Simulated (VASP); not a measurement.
# AlN (drp) (P6_3mc) in VASP: further runs, part 2 of 2

VASP 6.6.1.

### 4 Relaxation of cell and atoms, RPBE

The input, INCAR:

```
SYSTEM = AlN
PREC = Accurate
ENCUT = 600
EDIFF = 1E-6
ISMEAR = 0
SIGMA = 0.02
LREAL = .FALSE.
LASPH = .TRUE.
NELM = 60
ALGO = Normal
ISIF = 3
LWAVE = .FALSE.
LCHARG = .FALSE.
GGA = RP
IBRION = 2
NSW = 100
EDIFFG = -0.002
```

The input, KPOINTS:

```
Automatic mesh
0
G
  9 9 4
  0 0 0
```

The input, POSCAR:

```
AlN
1.0
    3.1285881400      0.0000000000      0.0000000000
   -1.5642940700      2.7094368000      0.0000000000
    0.0000000000      0.0000000000      5.0169550000
Al N
2 2
Direct
    0.6666666700      0.3333333300      0.4992870000
    0.3333333300      0.6666666700      0.9992870000
    0.6666666700      0.3333333300      0.8807130000
    0.3333333300      0.6666666700      0.3807130000
```

Potentials or basis: VASP PAW PBE potentials, release 64 (Al, N).

On the command line:

```console
> cat potpaw_PBE.64/Al/POTCAR potpaw_PBE.64/N/POTCAR > POTCAR
> mpirun -np 1 vasp_std > vasp.out
```

OUTCAR:

```text
SYSTEM = AlN
   PREC = Accurate
   ENCUT = 600
   EDIFF = 1E-6
   ISMEAR = 0
   LREAL = .FALSE.
   LASPH = .TRUE.
   NELM = 60
   ISIF = 3
   GGA = RP
   IBRION = 2
   NSW = 100
   EDIFFG = -0.002

 ion  position               nearest neighbor table
   1  0.667  0.333  0.499-   4 1.90   4 1.90   4 1.90   3 1.91   2 3.09   2 3.09   2 3.09   2 3.09
                             2 3.09   2 3.09
   2  0.333  0.667  0.999-   3 1.90   3 1.90   3 1.90   4 1.91   1 3.09   1 3.09   1 3.09   1 3.09
                             1 3.09   1 3.09
   3  0.667  0.333  0.881-   2 1.90   2 1.90   2 1.90   1 1.91
   4  0.333  0.667  0.381-   1 1.90   1 1.90   1 1.90   2 1.91

  LATTYP: Found a hexagonal cell.
 ALAT       =     3.1285881400
 C/A-ratio  =     1.6035843567

  Lattice vectors:

 A1 = (   3.1285881400,   0.0000000000,   0.0000000000)
 A2 = (  -1.5642940700,   2.7094368000,   0.0000000000)
 A3 = (   0.0000000000,   0.0000000000,   5.0169550000)

Analysis of symmetry for initial positions (statically):
=====================================================================
 Subroutine PRICEL returns:
 Original cell was already a primitive cell.

 Routine SETGRP: Setting up the symmetry group for a
 hexagonal supercell.

 Subroutine GETGRP returns: Found 12 space group operations
 (whereof  6 operations were pure point group operations)
 out of a pool of 24 trial point group operations.

The static configuration has the point symmetry C_3v.
 The point group associated with its full space group is C_6v.

Analysis of symmetry for dynamics (positions and initial velocities):
=====================================================================
 Subroutine PRICEL returns:
 Original cell was already a primitive cell.

 Routine SETGRP: Setting up the symmetry group for a
 hexagonal supercell.

 Subroutine GETGRP returns: Found 12 space group operations
 (whereof  6 operations were pure point group operations)
 out of a pool of 24 trial point group operations.

The dynamic configuration has the point symmetry C_3v.
 The point group associated with its full space group is C_6v.

 Subroutine INISYM returns: Found 12 space group operations
 (whereof  6 operations are pure point group operations),
 and found     1 'primitive' translations

----------------------------------------------------------------------------------------

                                     Primitive cell

  volume of cell :      42.5273

  direct lattice vectors                    reciprocal lattice vectors
     3.128588140  0.000000000  0.000000000     0.319632996  0.184540197  0.000000000
    -1.564294070  2.709436800  0.000000000     0.000000000  0.369080393  0.000000000
     0.000000000  0.000000000  5.016955000     0.000000000  0.000000000  0.199324092

  length of vectors
     3.128588140  3.128588134  5.016955000     0.369080393  0.369080393  0.199324092

  position of ions in fractional coordinates (direct lattice)
     0.666666670  0.333333330  0.499287000
     0.333333330  0.666666670  0.999287000
     0.666666670  0.333333330  0.880713000
     0.333333330  0.666666670  0.380713000

  ion indices of the primitive-cell ions
   primitive index   ion index
                 1           1
                 2           2
                 3           3
                 4           4

----------------------------------------------------------------------------------------
[... 60 lines left out ...]
 SYSTEM =  AlN
   PREC   = accura    normal or accurate (medium, high low for compatibility)
   ISTART =      0    job   : 0-new  1-cont  2-samecut
   ICHARG =      2    charge: 1-file 2-atom 10-const
   ISPIN  =      1    spin polarized calculation?
   LNONCOLLINEAR =      F non collinear calculations
   LSORBIT =      F    spin-orbit coupling
   LASPH  =      T    aspherical Exc in radial PAW
   ENCUT  =  600.0 eV  44.10 Ry    6.64 a.u.   6.25  6.25 10.02*2*pi/ulx,y,z
   NELM   =     60;   NELMIN=  2; NELMDL= -5     # of ELM steps
   EDIFF  = 0.1E-05   stopping-criterion for ELM
   LREAL  =      F    real-space projection
   EDIFFG = -.2E-02   stopping-criterion for IOM
   NSW    =    100    number of steps for IOM
   IBRION =      2    ionic relax: 0-MD 1-quasi-New 2-CG
   NFREE  =      1    steps in history (QN), initial steepest desc. (CG)
   ISIF   =      3    stress and relaxation
   ISYM   =      2    0-nonsym 1-usesym 2-fastsym
   POTIM  = 0.5000    time-step for ionic-motion
   TEBEG  =    0.0;   TEEND  =   0.0 temperature during run
   PSTRESS=    0.0 pullay stress
   NELECT =      16.0000    total number of electrons
   NUPDOWN=      -1.0000    fix difference up-down
   EMIN   =  10.00;   EMAX   =-10.00  energy-range for DOS
   EFERMI =   0.00;   METHOD = LEGACY
   ISMEAR =     0;   SIGMA  =   0.02  broadening in eV -4-tet -1-fermi 0-gaus
   EFERMI_NEDOS =   21; number of points for ismear=-14 and -15
   IALGO  =     38    algorithm
   IMIX   =      4    mixing-type and parameters
     AMIX     =   0.40;   BMIX     =  1.00
     AMIX_MAG =   1.60;   BMIX_MAG =  1.00
  volume/ion in A,a.u.               =      10.63        71.75
  Fermi-wavevector in a.u.,A,eV,Ry     =   1.181841  2.233355 19.003903  1.396747
  Thomas-Fermi vector in A             =   2.318106
   LORBIT       =      0    0 simple, 1 ext, 2 COOP (PROOUT), +10 PAW based schemes
   GGA     = RP    functional components
   LHFCALC =     F    Hartree Fock is set to
   AEXX    =    0.0000 exact exchange contribution
   IVDW    =     0    specifies the selected vdW correction
   LEPSILON=     F    determine dielectric tensor
   LRPA    =     F    only Hartree local field effects (RPA)
 conjugate gradient relaxation of ions
 non-spin polarized calculation
 Gauss-broadening in eV      SIGMA  =   0.02
  energy-cutoff  :      600.00
  volume of cell :       42.53
 maximum number of plane-waves:      1434
 NGX is ok and might be reduce to    28
   NGX = 13   NGY = 13   NGZ = 21

--------------------------------------- Ionic step        1  -------------------------------------------

 number of electron      15.9999999 magnetization

 Free energy of the ion-electron system (eV)
  ---------------------------------------------------
  ext. energy  EPLUGINS =         0.00000000
  ---------------------------------------------------
  free energy    TOTEN  =       -28.34692527 eV

  energy without entropy =      -28.34692527  energy(sigma->0) =      -28.34692527

------------------------ aborting loop because EDIFF is reached ----------------------------------------

  FORCE on cell =-STRESS in cart. coord.  units (eV):
  Direction    XX          YY          ZZ          XY          YZ          ZX
  --------------------------------------------------------------------------------------
  -------------------------------------------------------------------------------------
  Total        0.8274237      0.8274237      0.7832932      0.0000000     -0.0000000     -0.0000000
  in kB       31.1724485     31.1724483     29.5098707      0.0000000     -0.0000000     -0.0000000
  external PRESSURE =      30.6182558 kB  Pullay stress =       0.0000000 kB
[... 177 lines left out ...]
--------------------------------------- Ionic step        6  -------------------------------------------

 number of electron      15.9999999 magnetization

 Free energy of the ion-electron system (eV)
  ---------------------------------------------------
  ext. energy  EPLUGINS =         0.00000000
  ---------------------------------------------------
  free energy    TOTEN  =       -28.35324290 eV

  energy without entropy =      -28.35324290  energy(sigma->0) =      -28.35324290

 E-fermi :   6.0491     XC(G=0): -10.6340

 val. band max:        5.9428199214   @ k =   0.0000   0.0000   0.0000
 cond. band min:       9.9085948481   @ k =   0.0000   0.0000   0.0000
 fundamental gap:      3.9657749266
 Fermi energy:         6.0491079725

 k-point     1 :       0.0000    0.0000    0.0000
  band No.  band energies     occupation
      1      -9.0831      2.00000
      2      -7.0715      2.00000
      3       0.1302      2.00000
      4       5.1075      2.00000
      5       5.1075      2.00000
      6       5.7430      2.00000
      7       5.7430      2.00000
      8       5.9428      2.00000
      9       9.9086      0.00000
     10      12.4206      0.00000
     11      16.3704      0.00000
     12      16.9564      0.00000
[... 331 lines left out ...]
 k-point    24 :       0.3333    0.3333    0.2500
  band No.  band energies     occupation
      1      -6.7156      2.00000
      2      -6.7156      2.00000
      3       1.5513      2.00000
      4       1.6132      2.00000
      5       1.6132      2.00000
      6       3.1063      2.00000
      7       4.5005      2.00000
      8       4.5005      2.00000
      9      11.8570      0.00000
     10      14.0852      0.00000
     11      14.4491      0.00000
     12      14.4491      0.00000

 [... further k-points ...]
[... 5 lines left out ...]
  --------------------------------------------------------------------------------------
  -------------------------------------------------------------------------------------
  Total        0.0059635      0.0059635      0.0044485      0.0000000      0.0000000      0.0000000
  in kB        0.2211661      0.2211661      0.1649782      0.0000000      0.0000000      0.0000000
  external PRESSURE =       0.2024368 kB  Pullay stress =       0.0000000 kB
[... 19 lines left out ...]
  FREE ENERGIE OF THE ION-ELECTRON SYSTEM (eV)
  ---------------------------------------------------
  free  energy   TOTEN  =       -28.3532429044 eV

  energy  without entropy=      -28.3532429044  energy(sigma->0) =      -28.35324290

 reached required accuracy - stopping structural energy minimisation
```

CONTCAR:

```text
AlN
   1.00000000000000
     3.1451286877130191    0.0000000000000000    0.0000000000000000
    -1.5725643438565096    2.7237613343975275   -0.0000000000000000
     0.0000000000000000   -0.0000000000000000    5.0429729160283481
  Al              N
     2     2
Direct
     0.6666666699999979    0.3333333300000021    0.4992350557145309
     0.3333333300000021    0.6666666699999979    0.9992350557145309
     0.6666666699999979    0.3333333300000021    0.8807649442854717
     0.3333333300000021    0.6666666699999979    0.3807649442854716

  0.00000000E+00  0.00000000E+00  0.00000000E+00
  0.00000000E+00  0.00000000E+00  0.00000000E+00
  0.00000000E+00  0.00000000E+00  0.00000000E+00
  0.00000000E+00  0.00000000E+00  0.00000000E+00
```

Wall time 49 s (1 thread of Intel Xeon 6975P-C, shared host); peak memory 0.18 GiB.

Results:

```
Free energy                            : -28.3532 eV
Relaxed volume                         : 10.80 Å³/atom
Relaxed cell                           : a = 3.145 Å, b = 3.145 Å, c = 5.043 Å, α = 90.00°, β = 90.00°, γ = 120.00°
Space group after relaxing (to 0.05 Å) : P6_3mc (No. 186)
Energy gained by relaxing              : 1.6 meV/atom
Ionic steps                            : 6
Pressure after relaxing                : 0.0 GPa
Band gap on the k mesh                 : 3.97 eV, direct
```

The path:
```csv
step,energy change (eV),largest force (eV/Å),pressure (GPa),volume (Å³)
1,0.0000,0.0090,3.06,42.53
2,-0.0017,0.0059,-2.46,43.79
3,-0.0063,0.0009,0.01,43.20
4,-0.0063,0.0007,-0.05,43.21
5,-0.0063,0.0028,0.04,43.20
6,-0.0063,0.0019,0.02,43.20
```

Final structure:
```cif
data_structure
_symmetry_space_group_name_H-M 'P 1'
_symmetry_Int_Tables_number 1
_cell_length_a 3.1451
_cell_length_b 3.1451
_cell_length_c 5.0430
_cell_angle_alpha 90.000
_cell_angle_beta 90.000
_cell_angle_gamma 120.000
_cell_volume 43.20
loop_
_atom_site_label
_atom_site_type_symbol
_atom_site_fract_x
_atom_site_fract_y
_atom_site_fract_z
_atom_site_occupancy
Al1 Al 0.66667 0.33333 0.49924 1
Al2 Al 0.33333 0.66667 0.99923 1
N1 N 0.66667 0.33333 0.88077 1
N2 N 0.33333 0.66667 0.38076 1
```

Caveat: the PAW data sets were made with another functional, which shifts forces and pressure a little. A hybrid or GW would open this gap; RPBE tends to underestimate it.

### 5 Summary

| task | cell | k mesh | cutoff (eV) | smearing | gap on the mesh (eV) | pressure (GPa) |
| --- | --- | --- | --- | --- | --- | --- |
| single point | a = 3.129, b = 3.129, c = 5.017 Å, angles 90.0, 90.0, 120.0°, 4 atoms | 6 × 6 × 4 | 520 | gaussian 0.1 eV | 4.10 | 3.1 |
| single point | a = 3.149, b = 3.149, c = 5.049 Å, angles 90.0, 90.0, 120.0°, 4 atoms | 9 × 9 × 4 | 520 | gaussian 0.02 eV | 3.94 | -0.5 |
| relaxation of cell and atoms | relaxed from a = 3.129, b = 3.129, c = 5.017 Å, angles 90.0, 90.0, 120.0°, 4 atoms | 9 × 9 × 4 | 600 | gaussian 0.02 eV | 3.97 | 0.0 |

Alike in all rows: level RPBE; potentials or basis VASP PAW PBE potentials, release 64 (Al, N); no spin polarisation.

Caveats: the PAW data sets were made with another functional, which shifts forces and pressure a little.

Absolute energies hang on the potentials; compare differences alone.
